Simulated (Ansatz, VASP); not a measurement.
One calculation of Ag2Sn2Au, two programs

INCAR

```
PREC = Accurate
ENCUT = 520
EDIFF = 1E-6
ISMEAR = -1
SIGMA = 0.0682
LREAL = False
LASPH = True
NELM = 100
ALGO = Normal
ISIF = 2
LWAVE = False
LCHARG = False
GGA = RP
NBANDS = 38
```

The input KPOINTS:

```
Automatic mesh
0
Gamma
  4 4 4
```

Contents of POSCAR:

```
Ag2Sn2Au
1.0
    0.0000000000      4.4653330000      0.0000000000
    4.4653330000      0.0000000000      0.0000000000
    2.2326670000      2.2326670000     -5.6079610000
Au Sn Ag
1 2 2
Direct
    0.0000000000      0.0000000000      0.0000000000
    0.3810000000      0.3810000000      0.2380000000
    0.6190000000      0.6190000000      0.7620000000
    0.7500000000      0.2500000000      0.5000000000
    0.2500000000      0.7500000000      0.5000000000
```

Input for Ansatz:

```yaml
crystal:
  lattice:
    - [0.0, 4.465333, 0.0]
    - [4.465333, 0.0, 0.0]
    - [2.232667, 2.232667, -5.607961]
  atoms:
    - { symbol: Au, position: [0.0, 0.0, 0.0] }
    - { symbol: Sn, position: [0.381, 0.381, 0.238] }
    - { symbol: Sn, position: [0.619, 0.619, 0.762] }
    - { symbol: Ag, position: [0.75, 0.25, 0.5] }
    - { symbol: Ag, position: [0.25, 0.75, 0.5] }
  symmetry: { tolerance: 0.0003 }
kpoints:
  mp_grid: { grid: [4, 4, 4], shift: [0, 0, 0] }
magnetization:
  spin_polarized: false
scf:
  occupations: { method: fermi_dirac, width: 0.0682 }
hamiltonian:
  pseudopotentials: { kind: paw }
  xc: rpbe
basis:
  ecutwfc: 500
  ecutrho_ratio: 8
output:
  forces: true
  stress: true
  eigenvalues: true
  write_density: true
  write_potential: true
  elf: true
  volumetric_format: npy
```

Alike in both runs: task single point; functional RPBE; k mesh 4 × 4 × 4; occupations fermi-dirac, width 0.0682 eV; no spin polarisation.

|  | VASP | Ansatz |
| --- | --- | --- |
| version | VASP 6.6.1 | Ansatz 0.2.0 |
| potentials or method | VASP PAW PBE potentials, release 64 (Au, Sn_d, Ag), cutoff 520 eV | PAW plane waves |
| valence electrons in the cell | 61 | 85 |

```tsv
	VASP	Ansatz	Ansatz less VASP
gap on the k mesh at the Fermi level (eV)	none	none	-
pressure (GPa)	9.5	9.5	+0.02
traceless stress, the component that is largest in VASP (GPa)	2.50	2.49	-0.005
rms of the force components (eV/Å)	0.289	0.285	-0.0041
```

VASP's potentials were made for PBE, not for RPBE. Atom by atom the forces differ by 0.004 eV/Å (rms over components). A gap of «none» marks a metal or a gap that the smearing closes. The functional is the same, so the differences come from potentials, cutoffs and numerics. VASP's potentials hold 61 valence electrons a cell and Ansatz's 85, so a difference there can come from the potentials and not from the codes.

The k mesh is coarse, so the values compare programs but aren't converged. Spin-orbit coupling is off throughout.
